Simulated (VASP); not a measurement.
# La (Im-3m) in VASP: further runs, part 2 of 2

VASP 6.6.1.

### Step 3. Single point, r2SCAN (38.46 Å³/atom)

This run uses another cell than the first one, of 38.46 Å³/atom.

The input, POSCAR:

```
La
1.0
   -2.1263823034      2.1263823034      2.1263823034
    2.1263823034     -2.1263823034      2.1263823034
    2.1263823034      2.1263823034     -2.1263823034
La
1
Direct
    0.0000000000      0.0000000000      0.0000000000
```

The input, INCAR.step1:

```
SYSTEM = La
ALGO     = Normal         ! electronic algorithm
EDIFF    = 1E-4           ! SCF threshold, eV
ENCUT    = 520            ! plane-wave cutoff, eV
GGA      = PE             ! functional
ISMEAR   = -1             ! smearing method
LASPH    = .True.         ! aspherical terms in the spheres
LCHARG   = .False.        ! write CHGCAR
LREAL    = .False.        ! projectors in reciprocal space
LWAVE    = .True.         ! write WAVECAR
NBANDS   = 12             ! bands
NELM     = 80             ! most SCF steps
PREC     = Accurate       ! precision mode
SIGMA    = 0.1            ! smearing width, eV
```

The input, INCAR.step2:

```
SYSTEM = La
ALGO     = Normal         ! electronic algorithm
EDIFF    = 1E-6           ! SCF threshold, eV
ENCUT    = 520            ! plane-wave cutoff, eV
ISIF     = 2              ! what is computed and relaxed
ISMEAR   = -1             ! smearing method
ISTART   = 1            
LASPH    = .True.         ! aspherical terms in the spheres
LCHARG   = .False.        ! write CHGCAR
LMIXTAU  = .True.       
LREAL    = .False.        ! projectors in reciprocal space
LWAVE    = .False.        ! write WAVECAR
METAGGA  = R2SCAN         ! meta-GGA
NBANDS   = 12             ! bands
NELM     = 80             ! most SCF steps
PREC     = Accurate       ! precision mode
SIGMA    = 0.1            ! smearing width, eV
```

The input, KPOINTS:

```
k-points
0
Gamma
  12 12 12
  0 0 0
```

Potentials or basis: VASP PAW PBE potentials, release 64 (La).

Command:

```console
$ cat potpaw_PBE.64/La/POTCAR > POTCAR
$ cp INCAR.step1 INCAR
$ mpirun -np 1 vasp_std > vasp.out
$ cp INCAR.step2 INCAR
$ mpirun -np 1 vasp_std > vasp.out
```

OUTCAR:

```text
SYSTEM = La
   EDIFF = 1E-6
   ENCUT = 520
   ISIF = 2
   ISMEAR = -1
   ISTART = 1
   LASPH = .True.
   LREAL = .False.
   METAGGA = R2SCAN
   NELM = 80
   PREC = Accurate

 ion  position               nearest neighbor table
   1  0.000  0.000  0.000-

  LATTYP: Found a body centered cubic cell.
 ALAT       =     4.2527646068

  Lattice vectors:

 A1 = (  -2.1263823034,   2.1263823034,   2.1263823034)
 A2 = (   2.1263823034,  -2.1263823034,   2.1263823034)
 A3 = (   2.1263823034,   2.1263823034,  -2.1263823034)

Analysis of symmetry for initial positions (statically):
=====================================================================
 Subroutine PRICEL returns:
 Original cell was already a primitive cell.

 Routine SETGRP: Setting up the symmetry group for a
 body centered cubic supercell.

 Subroutine GETGRP returns: Found 48 space group operations
 (whereof 48 operations were pure point group operations)
 out of a pool of 48 trial point group operations.

The static configuration has the point symmetry O_h .

Analysis of symmetry for dynamics (positions and initial velocities):
=====================================================================
 Subroutine PRICEL returns:
 Original cell was already a primitive cell.

 Routine SETGRP: Setting up the symmetry group for a
 body centered cubic supercell.

 Subroutine GETGRP returns: Found 48 space group operations
 (whereof 48 operations were pure point group operations)
 out of a pool of 48 trial point group operations.

The dynamic configuration has the point symmetry O_h .

 Subroutine INISYM returns: Found 48 space group operations
 (whereof 48 operations are pure point group operations),
 and found     1 'primitive' translations

----------------------------------------------------------------------------------------

                                     Primitive cell

  volume of cell :      38.4578

  direct lattice vectors                    reciprocal lattice vectors
    -2.126382303  2.126382303  2.126382303     0.000000000  0.235141159  0.235141159
     2.126382303 -2.126382303  2.126382303     0.235141159  0.000000000  0.235141159
     2.126382303  2.126382303 -2.126382303     0.235141159  0.235141159  0.000000000

  length of vectors
     3.683002186  3.683002186  3.683002186     0.332539817  0.332539817  0.332539817

  position of ions in fractional coordinates (direct lattice)
     0.000000000  0.000000000  0.000000000

  ion indices of the primitive-cell ions
   primitive index   ion index
                 1           1

----------------------------------------------------------------------------------------

 KPOINTS: k-points

Automatic generation of k-mesh.
 Grid dimensions read from file:
 generate k-points for:   12   12   12

 Generating k-lattice:

  Cartesian coordinates                     Fractional coordinates (reciprocal lattice)
     0.000000000  0.019595097  0.019595097     0.083333333  0.000000000  0.000000000
     0.019595097  0.000000000  0.019595097     0.000000000  0.083333333  0.000000000
     0.019595097  0.019595097  0.000000000     0.000000000  0.000000000  0.083333333

  Length of vectors
     0.027711651  0.027711651  0.027711651

  Shift w.r.t. Gamma in fractional coordinates (k-lattice)
     0.000000000  0.000000000  0.000000000

 Subroutine IBZKPT returns following result:
 ===========================================

 Found     72 irreducible k-points:

 Following reciprocal coordinates:
            Coordinates               Weight
  0.000000  0.000000  0.000000      1.000000
  0.083333  0.000000  0.000000     12.000000
  0.166667  0.000000  0.000000     12.000000
  0.250000  0.000000  0.000000     12.000000
  0.333333  0.000000  0.000000     12.000000
  0.416667  0.000000  0.000000     12.000000
[... 16 lines left out ...]
  0.333333  0.083333  0.083333     24.000000
  0.416667  0.083333  0.083333     12.000000
 [... further k-points ...]
   k-points           NKPTS =     72   k-points in BZ     NKDIM =     72   number of bands    NBANDS=     12
   number of dos      NEDOS =    301   number of ions     NIONS =      1
   total plane-waves  NPLWV =  21952
   dimension x,y,z NGX =    28 NGY =   28 NGZ =   28
   dimension x,y,z NGXF=    56 NGYF=   56 NGZF=   56
   ions per type =               1
   NGX,Y,Z   is equivalent  to a cutoff of  12.64, 12.64, 12.64 a.u.
   NGXF,Y,Z  is equivalent  to a cutoff of  25.28, 25.28, 25.28 a.u.
 SYSTEM =  La
   PREC   = accura    normal or accurate (medium, high low for compatibility)
   ISTART =      1    job   : 0-new  1-cont  2-samecut
   ICHARG =      0    charge: 1-file 2-atom 10-const
   ISPIN  =      1    spin polarized calculation?
   LNONCOLLINEAR =      F non collinear calculations
   LSORBIT =      F    spin-orbit coupling
   LASPH  =      T    aspherical Exc in radial PAW
   ENCUT  =  520.0 eV  38.22 Ry    6.18 a.u.   6.85  6.85  6.85*2*pi/ulx,y,z
   NELM   =     80;   NELMIN=  2; NELMDL=  0     # of ELM steps
   EDIFF  = 0.1E-05   stopping-criterion for ELM
   LREAL  =      F    real-space projection
   EDIFFG = 0.1E-04   stopping-criterion for IOM
   NSW    =      0    number of steps for IOM
   IBRION =     -1    ionic relax: 0-MD 1-quasi-New 2-CG
   NFREE  =      0    steps in history (QN), initial steepest desc. (CG)
   ISIF   =      2    stress and relaxation
   ISYM   =      2    0-nonsym 1-usesym 2-fastsym
   POTIM  = 0.5000    time-step for ionic-motion
   TEBEG  =    0.0;   TEEND  =   0.0 temperature during run
   PSTRESS=    0.0 pullay stress
   NELECT =      11.0000    total number of electrons
   NUPDOWN=      -1.0000    fix difference up-down
   EMIN   =  10.00;   EMAX   =-10.00  energy-range for DOS
   EFERMI =   0.00;   METHOD = LEGACY
   ISMEAR =    -1;   SIGMA  =   0.10  broadening in eV -4-tet -1-fermi 0-gaus
   EFERMI_NEDOS =   21; number of points for ismear=-14 and -15
   IALGO  =     38    algorithm
   IMIX   =      4    mixing-type and parameters
     AMIX     =   0.40;   BMIX     =  1.00
     AMIX_MAG =   1.60;   BMIX_MAG =  1.00
  volume/ion in A,a.u.               =      38.46       259.53
  Fermi-wavevector in a.u.,A,eV,Ry     =   1.078643  2.038340 15.829979  1.163471
  Thomas-Fermi vector in A             =   2.214587
   LORBIT       =      0    0 simple, 1 ext, 2 COOP (PROOUT), +10 PAW based schemes
   METAGGA = R2SCAN    functional components
   LHFCALC =     F    Hartree Fock is set to
   AEXX    =    0.0000 exact exchange contribution
   IVDW    =     0    specifies the selected vdW correction
   LEPSILON=     F    determine dielectric tensor
   LRPA    =     F    only Hartree local field effects (RPA)
 non-spin polarized calculation
  energy-cutoff  :      520.00
  volume of cell :       38.46
 maximum number of plane-waves:      1055
   NGX = 13   NGY = 13   NGZ = 13

 number of electron      10.9999999 magnetization

 Free energy of the ion-electron system (eV)
  ---------------------------------------------------
  ext. energy  EPLUGINS =         0.00000000
  ---------------------------------------------------
  free energy    TOTEN  =       -29.66777843 eV

  energy without entropy =      -29.58835866  energy(sigma->0) =      -29.62806854

 E-fermi :   7.6812     XC(G=0): -10.0760

 val. band max:        7.6699382083   @ k =   0.3333   0.1667   0.0000
 cond. band min:       7.6870167917   @ k =   0.3333   0.2500   0.0000
 fundamental gap:      0.0170785833
 Fermi energy:         7.6812408128

 k-point     1 :       0.0000    0.0000    0.0000
  band No.  band energies     occupation
      1     -26.5056      2.00000
      2      -9.0748      2.00000
      3      -9.0748      2.00000
      4      -9.0748      2.00000
      5       4.2660      2.00000
      6       9.3311      0.00000
      7       9.3311      0.00000
      8       9.3311      0.00000
      9       9.3948      0.00000
     10       9.3948      0.00000
     11       9.3948      0.00000
     12      10.1525      0.00000
[... 331 lines left out ...]
 k-point    24 :       0.4167    0.0833    0.0833
  band No.  band energies     occupation
      1     -26.3044      2.00000
      2     -10.2877      2.00000
      3      -9.5399      2.00000
      4      -9.1872      2.00000
      5       6.2488      2.00000
      6       7.5462      1.58848
      7       9.2520      0.00000
      8       9.5290      0.00000
      9       9.7674      0.00000
     10       9.9777      0.00000
     11      10.0168      0.00000
     12      10.0923      0.00000

 [... further k-points ...]

------------------------ aborting loop because EDIFF is reached ----------------------------------------

  FORCE on cell =-STRESS in cart. coord.  units (eV):
  Direction    XX          YY          ZZ          XY          YZ          ZX
  --------------------------------------------------------------------------------------
  -------------------------------------------------------------------------------------
  Total        0.0077649      0.0077649      0.0077649     -0.0000000     -0.0000000     -0.0000000
  in kB        0.3234919      0.3234919      0.3234919     -0.0000000     -0.0000000     -0.0000000
  external PRESSURE =       0.3234919 kB  Pullay stress =       0.0000000 kB

 VOLUME and BASIS-vectors are now :
 -----------------------------------------------------------------------------
  energy-cutoff  :      520.00
  volume of cell :       38.46
      direct lattice vectors                 reciprocal lattice vectors
    -2.126382303  2.126382303  2.126382303     0.000000000  0.235141159  0.235141159
     2.126382303 -2.126382303  2.126382303     0.235141159  0.000000000  0.235141159
     2.126382303  2.126382303 -2.126382303     0.235141159  0.235141159  0.000000000

 POSITION                                       TOTAL-FORCE (eV/Angst)
 -----------------------------------------------------------------------------------
      0.00000      0.00000      0.00000         0.000000     -0.000000      0.000000
 -----------------------------------------------------------------------------------
    total drift:                               -0.000000     -0.000000     -0.000000

  FREE ENERGIE OF THE ION-ELECTRON SYSTEM (eV)
  ---------------------------------------------------
  free  energy   TOTEN  =       -29.6677784324 eV

  energy  without entropy=      -29.5883586566  energy(sigma->0) =      -29.62806854
```

Wall time 84 s (1 thread of Intel Xeon Platinum 8488C (Sapphire Rapids), shared host); peak memory 0.2 GiB.

Results:

* Free energy: -29.6678 eV
* Pressure: 0.0 GPa
* Band gap on the k mesh: zero (an odd number of electrons rules out a gap without spin polarisation)

Levels at points of the mesh, in eV from the Fermi level:
| k point | band 3 | band 4 | band 5 | band 6 | band 7 | band 8 |
| --- | --- | --- | --- | --- | --- | --- |
| (0.00, 0.00, 0.00) | -16.76 | -16.76 | -3.42 | 1.65 | 1.65 | 1.65 |
| (0.50, 0.00, 0.00) | -17.15 | -16.78 | -1.89 | -0.09 | 1.66 | 1.70 |
| (0.50, 0.50, 0.50) | -17.61 | -17.61 | -2.05 | -2.05 | 1.90 | 2.04 |

Caveat: the PAW data sets were made with another functional, which shifts forces and pressure a little; spin-orbit coupling is left out, which moves the levels of the heavy elements.
